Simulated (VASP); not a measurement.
Write the native input for VASP 6.6.1 that does the following.

```yaml
Task: single point
Functional: PBE
Potentials_or_basis: VASP PAW PBE potentials, release 64 (Ta_pv, F)
Cutoff: 520 eV
k_mesh: 14 × 14 × 6
Occupations: gaussian, width 0.1 eV
Spin: no spin polarisation
Dipole_correction: no
Further_INCAR_settings: ALGO = Normal; EDIFF = 1e-06; NBANDS = 26
```

The structure of TaF lies in POSCAR:

```
TaF
1.0
    2.4467812620     -1.5295745322      0.0096145578
    2.4467812620      1.5295745322      0.0096145578
   -1.6131464108      0.0000000000      8.4950623103
Ta F
2 2
Direct
    0.8228665415      0.8228665415      0.1401111059
    0.1771334585      0.1771334585      0.8598888941
    0.2191299256      0.2191299256      0.3103109909
    0.7808700744      0.7808700744      0.6896890091
```

The cell was built from a structure type or drawn by symmetry, and may not be a known phase.

The input as run:

INCAR

```
SYSTEM = TaF
ALGO = Normal ; EDIFF = 1E-6
ENCUT = 520 ; GGA = PE
ISIF = 2 ; ISMEAR = 0
LASPH = .True. ; LCHARG = .False.
LREAL = .False. ; LWAVE = .False.
NBANDS = 26 ; NELM = 60
PREC = Accurate ; SIGMA = 0.1
```

KPOINTS

```
k-points
0
Gamma
  14 14 6
  0 0 0
```

Potentials or basis: VASP PAW PBE potentials, release 64 (Ta_pv, F).

Run with:

```console
$ cat potpaw_PBE.64/Ta_pv/POTCAR potpaw_PBE.64/F/POTCAR > POTCAR
$ mpirun -np 1 vasp_std > vasp.out
```

It gave:

```
Pressure               : 0.2 GPa
Largest force          : 0.043 eV/Å
Band gap on the k mesh : zero (bands 18 and 19 overlap by 1.07 eV)
```

Caveat: spin-orbit coupling is left out, which moves the levels of the heavy elements.

It took 9.4 min on 1 thread of Intel Xeon 8259CL, with other jobs on the host, peak memory 0.53 GiB.
